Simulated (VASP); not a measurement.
# Ag (I4/mmm) in VASP: a series of runs, part 2 of 2

VASP 6.6.1.

## 3. Electric field gradients, PBEsol (zz strain of +2 %)

INCAR reads:

```
  PREC = Accurate
  ENCUT = 400
  EDIFF = 1E-8
  ISMEAR = -1
  SIGMA = 0.03
  LREAL = False
  LASPH = True
  NELM = 120
  ALGO = Normal
  ISIF = 2
  LWAVE = False
  LCHARG = False
  GGA = PS
  LEFG = True
  NBANDS = 12
  GGA_COMPAT = False
```

KPOINTS reads:

```
regular mesh
0
Gamma
  15 15 15
```

POSCAR reads:

```
Ag
1.0
    0.0000000000      2.0431000000      2.0839620000
    2.0431000000      0.0000000000      2.0839620000
    2.0431000000      2.0431000000      0.0000000000
Ag
1
Direct
    0.0000000000      0.0000000000      0.0000000000
```

Potentials or basis: VASP PAW PBE potentials, release 64 (Ag).

Command:

```bash
> cat potpaw_PBE.64/Ag/POTCAR > POTCAR
> mpirun -np 1 vasp_std > vasp.out
```

OUTCAR:

```text
PREC = Accurate
   ENCUT = 400
   EDIFF = 1E-8
   ISMEAR = -1
   LREAL = False
   LASPH = True
   NELM = 120
   ISIF = 2
   GGA = PS

 ion  position               nearest neighbor table
   1  0.000  0.000  0.000-

  LATTYP: Found a body centered tetragonal cell.
 ALAT       =     2.8893797293
 C/A-ratio  =     1.4424978336

  Lattice vectors:

 A1 = (  -2.0431000000,   0.0000000000,   2.0839620000)
 A2 = (   2.0431000000,   0.0000000000,   2.0839620000)
 A3 = (   0.0000000000,   2.0431000000,  -2.0839620000)

Analysis of symmetry for initial positions (statically):
=====================================================================
 Subroutine PRICEL returns:
 Original cell was already a primitive cell.

 Routine SETGRP: Setting up the symmetry group for a
 body centered tetragonal supercell.

 Subroutine GETGRP returns: Found 16 space group operations
 (whereof 16 operations were pure point group operations)
 out of a pool of 16 trial point group operations.

The static configuration has the point symmetry D_4h.

Analysis of symmetry for dynamics (positions and initial velocities):
=====================================================================
 Subroutine PRICEL returns:
 Original cell was already a primitive cell.

 Routine SETGRP: Setting up the symmetry group for a
 body centered tetragonal supercell.

 Subroutine GETGRP returns: Found 16 space group operations
 (whereof 16 operations were pure point group operations)
 out of a pool of 16 trial point group operations.

The dynamic configuration has the point symmetry D_4h.

 Subroutine INISYM returns: Found 16 space group operations
[... 160 lines left out ...]
     10      27.4290      0.00000
     11      32.1177      0.00000
     12      33.0430      0.00000
[... 331 lines left out ...]
 k-point    24 :       0.2000    0.1333    0.0000
  band No.  band energies     occupation
      1       1.3685      2.00000
      2       2.8148      2.00000
      3       3.6099      2.00000
      4       3.6768      2.00000
      5       3.9883      2.00000
      6       4.4914      2.00000
      7      22.9239      0.00000
      8      24.5389      0.00000
      9      24.8612      0.00000
     10      26.2622      0.00000
     11      29.3360      0.00000
     12      33.0365      0.00000

 [... further k-points ...]

------------------------ aborting loop because EDIFF is reached ----------------------------------------

  FORCE on cell =-STRESS in cart. coord.  units (eV):
  Direction    XX          YY          ZZ          XY          YZ          ZX
  --------------------------------------------------------------------------------------
  -------------------------------------------------------------------------------------
  Total       -0.5504323     -0.5504323     -0.5633111      0.0000000      0.0000000      0.0000000
  in kB      -50.6892005    -50.6892005    -51.8752062      0.0000000      0.0000000      0.0000000
  external PRESSURE =     -51.0845357 kB  Pullay stress =       0.0000000 kB

 VOLUME and BASIS-vectors are now :
 -----------------------------------------------------------------------------
  energy-cutoff  :      400.00
  volume of cell :       17.40
      direct lattice vectors                 reciprocal lattice vectors
     0.000000000  2.043100000  2.083962000    -0.244726151  0.244726151  0.239927599
     2.043100000  0.000000000  2.083962000     0.244726151 -0.244726151  0.239927599
     2.043100000  2.043100000  0.000000000     0.244726151  0.244726151 -0.239927599

 POSITION                                       TOTAL-FORCE (eV/Angst)
 -----------------------------------------------------------------------------------
      0.00000      0.00000      0.00000         0.000000      0.000000     -0.000000
 -----------------------------------------------------------------------------------
    total drift:                                0.000000      0.000000      0.000000

  FREE ENERGIE OF THE ION-ELECTRON SYSTEM (eV)
  ---------------------------------------------------
  free  energy   TOTEN  =        -3.2943623366 eV

  energy  without entropy=       -3.2930962138  energy(sigma->0) =       -3.29372928

 Electric field gradients (V/A^2)
---------------------------------------------------------------------
 ion       V_xx      V_yy      V_zz      V_xy      V_xz      V_yz
---------------------------------------------------------------------
   1       0.624     0.624    -1.248    -0.001    -0.000    -0.000
---------------------------------------------------------------------

 Electric field gradients after diagonalization (V/A^2)
 (convention: |V_zz| > |V_xx| > |V_yy|)
----------------------------------------------------------------------
 ion       V_xx      V_yy      V_zz     asymmetry (V_yy - V_xx)/ V_zz
----------------------------------------------------------------------
   1       0.625     0.623    -1.248       0.002
----------------------------------------------------------------------

           NMR quadrupolar parameters

 Cq : quadrupolar parameter    Cq=e*Q*V_zz/h
 eta: asymmetry parameters     (V_yy - V_xx)/ V_zz
 Q  : nuclear electric quadrupole moment in mb (millibarn)
----------------------------------------------------------------------
 ion       Cq(MHz)       eta       Q (mb)
----------------------------------------------------------------------
   1      -0.003       0.002       1.000
----------------------------------------------------------------------
```

OSZICAR:

```text
N       E                     dE             d eps       ncg     rms          rms(c)
DAV:   1     0.413584977361E+02    0.41358E+02   -0.46764E+03  7264   0.657E+02
DAV:   2    -0.303821348980E+01   -0.44397E+02   -0.41743E+02  8056   0.167E+02
DAV:   3    -0.363953967284E+01   -0.60133E+00   -0.60107E+00  8080   0.206E+01
DAV:   4    -0.364127851905E+01   -0.17388E-02   -0.17388E-02  8092   0.117E+00
DAV:   5    -0.364129200575E+01   -0.13487E-04   -0.13487E-04  8184   0.918E-02    0.527E+00
DAV:   6    -0.330691385089E+01    0.33438E+00   -0.13974E+00  7436   0.104E+01    0.319E+00
DAV:   7    -0.329816605392E+01    0.87478E-02   -0.78272E-03  8012   0.815E-01    0.183E+00
DAV:   8    -0.329435112982E+01    0.38149E-02   -0.71771E-04  8020   0.179E-01    0.866E-02
DAV:   9    -0.329436084256E+01   -0.97127E-05   -0.11456E-05  7996   0.242E-02    0.207E-02
DAV:  10    -0.329436246199E+01   -0.16194E-05   -0.23915E-06  8096   0.124E-02    0.358E-03
DAV:  11    -0.329436234713E+01    0.11486E-06   -0.76991E-08  8076   0.220E-03    0.706E-04
DAV:  12    -0.329436233167E+01    0.15459E-07   -0.18186E-09  4908   0.397E-04    0.787E-05
DAV:  13    -0.329436233656E+01   -0.48867E-08   -0.53933E-11  4188   0.647E-05
   1 F= -.32943623E+01 E0= -.32937293E+01  d E =-.126612E-02
```

stdout:

```text
POSCAR found type information on POSCAR Ag
 POSCAR found :  1 types and       1 ions
 scaLAPACK will be used
 -----------------------------------------------------------------------------
|                                                                             |
|                                                                             |
|     You enforced a specific xc type in the INCAR file but a different       |
|     I HOPE YOU KNOW WHAT YOU ARE DOING!                                     |
|                                                                             |
 -----------------------------------------------------------------------------

 LDA part: xc-table for (Slater+PW92), standard interpolation
 POSCAR, INCAR and KPOINTS ok, starting setup
 FFT: planning ... GRIDC
 FFT: planning ... GRID_SOFT
 FFT: planning ... GRID
 WAVECAR not read
 entering main loop
ion   1
```

Run time: 29 s. Hardware: 1 thread of Intel Xeon Platinum 8259CL at 2.50GHz (Skylake/Cascade Lake), shared host; peak memory 0.15 GiB.

What came out:

| Quantity | Value |
| --- | --- |
| Free energy | -3.2944 eV |
| Pressure | -5.1 GPa |

Electric field gradients, principal values (V/Å²):
```csv
atom,least,middle,greatest (by size)
1 Ag,0.623,0.625,-1.248
```

Caveat: the cell differs from its parent crystal (zz strain of +2 %); without QUAD_EFG the Cq values of the log hold for a quadrupole moment of 1 mb, not for the nuclei; the PAW data sets were made with another functional, which shifts forces and pressure a little.
